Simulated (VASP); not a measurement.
# Co (Fd-3m) in VASP: notebook, part 2 of 2

VASP 6.6.1. Earlier steps stand in the parts before.

## (4) Single point, PBEsol, collinear spin, ferromagnetic start

INCAR

```
PREC = Accurate
ENCUT = 520
EDIFF = 1E-6
ISMEAR = 0
SIGMA = 0.1
LREAL = F
LASPH = T
NELM = 150
ALGO = Normal
ISIF = 2
LWAVE = F
LCHARG = F
ISPIN = 2
MAGMOM = 1.98 1.98 1.91 1.91 1.91 1.91
LORBIT = 11
LMAXMIX = 4
GGA = PS
NBANDS = 40
```

KPOINTS

```
Automatic mesh
0
Gamma
  10 10 10
```

POSCAR

```
Co
1.0
    0.0000000000      3.2068817966      3.2068817966
    3.2068817966      0.0000000000      3.2068817966
    3.2068817966      3.2068817966      0.0000000000
Co
6
Direct
    0.2500000000      0.2500000000      0.2500000000
    0.0000000000      0.0000000000      0.0000000000
    0.6250000000      0.6250000000      0.1250000000
    0.6250000000      0.1250000000      0.6250000000
    0.1250000000      0.6250000000      0.6250000000
    0.6250000000      0.6250000000      0.6250000000
```

Potentials or basis: VASP PAW PBE potentials, release 64 (Co).

The run is started by

```sh
$ cat potpaw_PBE.64/Co/POTCAR > POTCAR
$ mpirun -np 1 vasp_std > vasp.out
```

OUTCAR:

```text
PREC = Accurate
   ENCUT = 520
   EDIFF = 1E-6
   ISMEAR = 0
   LREAL = F
   LASPH = T
   NELM = 150
   ISIF = 2
   ISPIN = 2
   LORBIT = 11
   GGA = PS

 ion  position               nearest neighbor table
   1  0.250  0.250  0.250-   3 2.66   4 2.66   5 2.66   4 2.66   5 2.66   6 2.66   3 2.66   5 2.66
                             6 2.66   3 2.66   4 2.66   6 2.66   2 2.78   2 2.78   2 2.78   2 2.78
   2  0.000  0.000  0.000-   3 2.66   4 2.66   6 2.66   3 2.66   5 2.66   6 2.66   4 2.66   5 2.66
                             6 2.66   3 2.66   4 2.66   5 2.66   1 2.78   1 2.78   1 2.78   1 2.78
   3  0.625  0.625  0.125-   6 2.27   4 2.27   5 2.27   6 2.27   4 2.27   5 2.27   1 2.66   2 2.66
                             2 2.66   1 2.66   2 2.66   1 2.66
   4  0.625  0.125  0.625-   6 2.27   3 2.27   3 2.27   5 2.27   6 2.27   5 2.27   1 2.66   1 2.66
                             2 2.66   1 2.66   2 2.66   2 2.66
   5  0.125  0.625  0.625-   6 2.27   3 2.27   4 2.27   3 2.27   4 2.27   6 2.27   1 2.66   2 2.66
                             1 2.66   2 2.66   1 2.66   2 2.66
   6  0.625  0.625  0.625-   3 2.27   4 2.27   5 2.27   3 2.27   4 2.27   5 2.27   2 2.66   1 2.66
                             2 2.66   1 2.66   2 2.66   1 2.66

  LATTYP: Found a face centered cubic cell.
 ALAT       =     6.4137635932

  Lattice vectors:

 A1 = (   0.0000000000,   3.2068817966,   3.2068817966)
 A2 = (   3.2068817966,   0.0000000000,   3.2068817966)
 A3 = (   3.2068817966,   3.2068817966,   0.0000000000)

Analysis of symmetry for initial positions (statically):
=====================================================================
 Subroutine PRICEL returns:
 Original cell was already a primitive cell.

 Routine SETGRP: Setting up the symmetry group for a
 face centered cubic supercell.

 Subroutine GETGRP returns: Found 48 space group operations
 (whereof 24 operations were pure point group operations)
 out of a pool of 48 trial point group operations.

The static configuration has the point symmetry T_d .
 The point group associated with its full space group is O_h .

Analysis of symmetry for dynamics (positions and initial velocities):
[... 202 lines left out ...]
      6       5.6185      1.00000
[... 997 lines left out ...]
     38      19.3816      0.00000
     39      20.7687      0.00000

 [... further k-points ...]

 spin component 2

 k-point     1 :       0.0000    0.0000    0.0000
  band No.  band energies     occupation
      1       1.0570      1.00000
      2       4.9007      1.00000
      3       6.1753      1.00000
      4       6.1753      1.00000
      5       6.1753      1.00000
      6       6.8599      1.00000
[... 997 lines left out ...]
     38      19.9938      0.00000
     39      21.3782      0.00000

 [... further k-points ...]

 [bands above 39 left out]

------------------------ aborting loop because EDIFF is reached ----------------------------------------

  FORCE on cell =-STRESS in cart. coord.  units (eV):
  Direction    XX          YY          ZZ          XY          YZ          ZX
  --------------------------------------------------------------------------------------
  -------------------------------------------------------------------------------------
  Total       -0.3728804     -0.3728804     -0.3728804     -0.0000000      0.0000000      0.0000000
  in kB       -9.0573535     -9.0573535     -9.0573535     -0.0000000      0.0000000      0.0000000
  external PRESSURE =      -9.0573535 kB  Pullay stress =       0.0000000 kB

 VOLUME and BASIS-vectors are now :
 -----------------------------------------------------------------------------
  energy-cutoff  :      520.00
  volume of cell :       65.96
      direct lattice vectors                 reciprocal lattice vectors
     0.000000000  3.206881797  3.206881797    -0.155914696  0.155914696  0.155914696
     3.206881797  0.000000000  3.206881797     0.155914696 -0.155914696  0.155914696
     3.206881797  3.206881797  0.000000000     0.155914696  0.155914696 -0.155914696

 POSITION                                       TOTAL-FORCE (eV/Angst)
 -----------------------------------------------------------------------------------
      1.60344      1.60344      1.60344         0.000000      0.000000      0.000000
      0.00000      0.00000      0.00000        -0.000000     -0.000000     -0.000000
      2.40516      2.40516      4.00860        -0.000000     -0.000000      0.000000
      2.40516      4.00860      2.40516        -0.000000     -0.000000      0.000000
      4.00860      2.40516      2.40516        -0.000000     -0.000000      0.000000
      4.00860      4.00860      4.00860        -0.000000     -0.000000      0.000000
 -----------------------------------------------------------------------------------
    total drift:                                0.000000      0.000000      0.000000

  FREE ENERGIE OF THE ION-ELECTRON SYSTEM (eV)
  ---------------------------------------------------
  free  energy   TOTEN  =       -45.0800340419 eV

  energy  without entropy=      -45.0454393926  energy(sigma->0) =      -45.06273672

 total charge

# of ion       s       p       d       tot
------------------------------------------
    1        0.403   0.422   7.190   8.014
    2        0.403   0.422   7.190   8.014
    3        0.549   0.599   7.317   8.465
    4        0.549   0.599   7.317   8.465
    5        0.549   0.599   7.317   8.465
    6        0.549   0.599   7.317   8.465
--------------------------------------------------
tot          3.001   3.239  43.650  49.891

 magnetization (x)

# of ion       s       p       d       tot
------------------------------------------
    1       -0.007  -0.037   1.818   1.774
    2       -0.007  -0.037   1.818   1.774
    3       -0.009  -0.048   1.747   1.690
    4       -0.009  -0.048   1.747   1.690
    5       -0.009  -0.048   1.747   1.690
    6       -0.009  -0.048   1.747   1.690
--------------------------------------------------
tot         -0.048  -0.266  10.623  10.309
```

Run time: 5.2 min. Hardware: 1 thread of Intel Xeon Platinum 8259CL at 2.50GHz (Skylake/Cascade Lake), shared host; peak memory 0.34 GiB.

Results:

```yaml
Free_energy: -45.0800 eV
Pressure: -0.9 GPa
Net_moment: 10.25 μB per cell
Site_moments: Co +1.77, +1.69 (each value once) μB
Valence_electrons_inside_the_program's_atomic_spheres: Co 8.01, 8.46 (each value once)
```

Caveat: the PAW data sets were made with another functional, which shifts forces and pressure a little.
